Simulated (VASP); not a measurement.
I:

```
I
1.0
     2.53835   -3.70662    0.00000
     2.53835    3.70662    0.00000
    -1.62087    0.00000    2.38110
I
1
Direct
  0.50000 0.50000 0.50000
```

| Property | Result |
| --- | --- |
| Program | VASP 6.6.1 |
| Task | relaxation of cell and atoms |
| Functional | LDA |
| Potentials or basis | VASP PAW LDA potentials, release 64 (I) |
| Cutoff | 600 eV |
| k mesh | 7 × 7 × 11 |
| Occupations | fermi-dirac, width 0.05 eV |
| Spin | no spin polarisation |

At the start: pressure -1.3 GPa; volume 44.81 Å³/atom.

Question: Where does the relaxation end?

Answer: Over 38 steps the energy falls by 115.3 meV/atom and the volume is 35.49 Å³/atom (-20.8 %); space group Immm (No. 71, to 0.1 Å) before and after.

Step by step:
| step | energy change (eV) | largest force (eV/Å) | pressure (GPa) | volume (Å³) |
| --- | --- | --- | --- | --- |
| 1 | 0.0000 | 0.0000 | -1.30 | 44.81 |
| 2 | -0.0096 | 0.0000 | 0.01 | 42.50 |
| 3 | -0.0096 | 0.0000 | -0.07 | 42.61 |
| 4 | -0.0184 | 0.0000 | -0.02 | 41.52 |
| 5 | -0.0419 | 0.0000 | 0.37 | 38.33 |
| 6 | -0.0463 | 0.0000 | 3.32 | 32.26 |
| 7 | -0.0552 | 0.0000 | 1.19 | 35.60 |
| 8 | -0.0692 | 0.0000 | -0.20 | 35.54 |
| 9 | -0.0695 | 0.0000 | -0.35 | 35.53 |
| 10 | -0.0757 | 0.0000 | -0.25 | 35.26 |
| 11 | -0.0936 | 0.0000 | 0.44 | 34.42 |
| 12 | -0.0614 | 0.0000 | 4.58 | 32.52 |
| 13 | -0.1009 | 0.0000 | 0.98 | 34.01 |
| 14 | -0.1014 | 0.0000 | 2.38 | 33.29 |
| 15 | -0.1040 | 0.0000 | 1.49 | 33.72 |
| 16 | -0.1041 | 0.0000 | 2.02 | 33.46 |
| 17 | -0.1045 | 0.0000 | 1.79 | 33.57 |
| 18 | -0.1062 | 0.0000 | 1.82 | 33.59 |
| 19 | -0.1065 | 0.0000 | 1.84 | 33.60 |
| 20 | -0.1084 | 0.0000 | 1.58 | 33.76 |
| 21 | -0.1123 | 0.0000 | 0.85 | 34.23 |
| 22 | -0.1126 | 0.0000 | -0.45 | 35.18 |
| 23 | -0.1137 | 0.0000 | 0.13 | 34.73 |
| 24 | -0.1137 | 0.0000 | 0.16 | 34.71 |
| 25 | -0.1139 | 0.0000 | 0.14 | 34.76 |
| 26 | -0.1144 | 0.0000 | 0.13 | 34.89 |
| 27 | -0.1148 | 0.0000 | 0.08 | 35.17 |
| 28 | -0.1151 | 0.0000 | 0.03 | 35.28 |
| 29 | -0.1153 | 0.0000 | -0.01 | 35.46 |
| 30 | -0.1153 | 0.0000 | -0.04 | 35.48 |
| 31 | -0.1153 | 0.0000 | -0.03 | 35.48 |
| 32 | -0.1153 | 0.0000 | 0.01 | 35.48 |
| 33 | -0.1153 | 0.0000 | 0.03 | 35.48 |
| 34 | -0.1153 | 0.0000 | 0.03 | 35.48 |
| 35 | -0.1153 | 0.0000 | 0.02 | 35.48 |
| 36 | -0.1153 | 0.0000 | 0.02 | 35.48 |
| 37 | -0.1153 | 0.0000 | 0.02 | 35.48 |
| 38 | -0.1153 | 0.0000 | 0.00 | 35.49 |

Final structure:
```
I
1.0
     2.21471   -3.56359   -0.36668
     2.21471    3.56359   -0.36668
    -1.75698    0.00000    2.53927
I
1
Cartesian
  1.3362 0.0000 0.9030
```

Caveat: the volume moved by over 15 % at a fixed basis, so the end points are rough; an odd number of electrons without spin polarisation forces a metal; a magnetic or distorted state may lie lower.
